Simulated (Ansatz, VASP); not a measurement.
## BaCaF4: VASP beside Ansatz

File POSCAR:

```
BaCaF4
1.0
    4.0706559646      0.0000000000      0.0000000000
    0.0000000000      4.0706559646      0.0000000000
    0.0000000000      0.0000000000      5.9647005680
Ba F Ca
1 4 1
Direct
    0.0000000000      0.0000000000      0.0000000000
    0.0000000000      0.5000000000      0.7227238450
    0.0000000000      0.5000000000      0.2772761550
    0.5000000000      0.0000000000      0.2772761550
    0.5000000000      0.0000000000      0.7227238450
    0.5000000000      0.5000000000      0.5000000000
```

Contents of INCAR.step1:

```
PREC = Accurate
ENCUT = 520
ISMEAR = 0
SIGMA = 0.01
LREAL = False
LASPH = True
NELM = 100
NBANDS = 33
GGA = PE
ALGO = Normal
EDIFF = 1E-4
LWAVE = True
LCHARG = False
```

The input INCAR.step2:

```
PREC = Accurate
ENCUT = 520
EDIFF = 1E-6
ISMEAR = 0
SIGMA = 0.01
LREAL = False
LASPH = True
NELM = 100
ALGO = Normal
ISIF = 2
LWAVE = False
LCHARG = False
METAGGA = R2SCAN
LMIXTAU = True
NBANDS = 33
ISTART = 1
```

Contents of KPOINTS:

```
regular mesh
0
Gamma
  6 6 4
```

Input for Ansatz:

```yaml
crystal:
  lattice:
    - [4.0706559646, 0.0, 0.0]
    - [0.0, 4.0706559646, 0.0]
    - [0.0, 0.0, 5.964700568]
  atoms:
    - { symbol: Ba, position: [0.0, 0.0, 0.0] }
    - { symbol: F, position: [0.0, 0.5, 0.722723845] }
    - { symbol: F, position: [0.0, 0.5, 0.277276155] }
    - { symbol: Ca, position: [0.5, 0.5, 0.5] }
    - { symbol: F, position: [0.5, 0.0, 0.277276155] }
    - { symbol: F, position: [0.5, 0.0, 0.722723845] }
kpoints:
  mp_grid: { grid: [6, 6, 4] }
  band_path:
    path:
      - [0.0, 0.0, 0.0]
      - [0.0, 0.5, 0.0]
      - [0.5, 0.5, 0.0]
      - [0.0, 0.0, 0.5]
      - [0.0, 0.5, 0.5]
      - [0.5, 0.5, 0.5]
      - [0.322917, 0.322917, -0.5]
    npoints: 1
hamiltonian:
  xc: r2scan
scf:
  occupations: { method: fixed }
  n_extra_bands: 5
output:
  forces: true
  stress: true
  eigenvalues: true
  write_density: true
  write_potential: true
  elf: true
  volumetric_format: npy
```

Alike in both runs: task single point; functional r2SCAN; k mesh 6 × 6 × 4; no spin polarisation.

|  | VASP | Ansatz |
| --- | --- | --- |
| version | VASP 6.6.1 | Ansatz 0.2.0 |
| potentials or method | VASP PAW PBE potentials, release 64 (Ba_sv, F, Ca_sv) | plane waves, PAW |
| plane-wave cutoff (eV) | 520 | 500 |
| occupations | gaussian, width 0.01 eV | fixed |
| valence electrons in the cell | 48 | 48 |

VASP gave:

| Item | Value |
| --- | --- |
| gap on the k mesh at the Fermi level (eV) | 6.72 |
| pressure (GPa) | 1.0 |
| rms of the force components (eV/Å) | 0.027 |

**Question.** Which values does Ansatz return?

**Answer.** gap on the k mesh at the Fermi level (eV): 6.78; pressure (GPa): 0.0; rms of the force components (eV/Å): 0.000.

VASP's potentials were made for PBE, not for r2SCAN.

Neither program's run includes spin-orbit coupling.
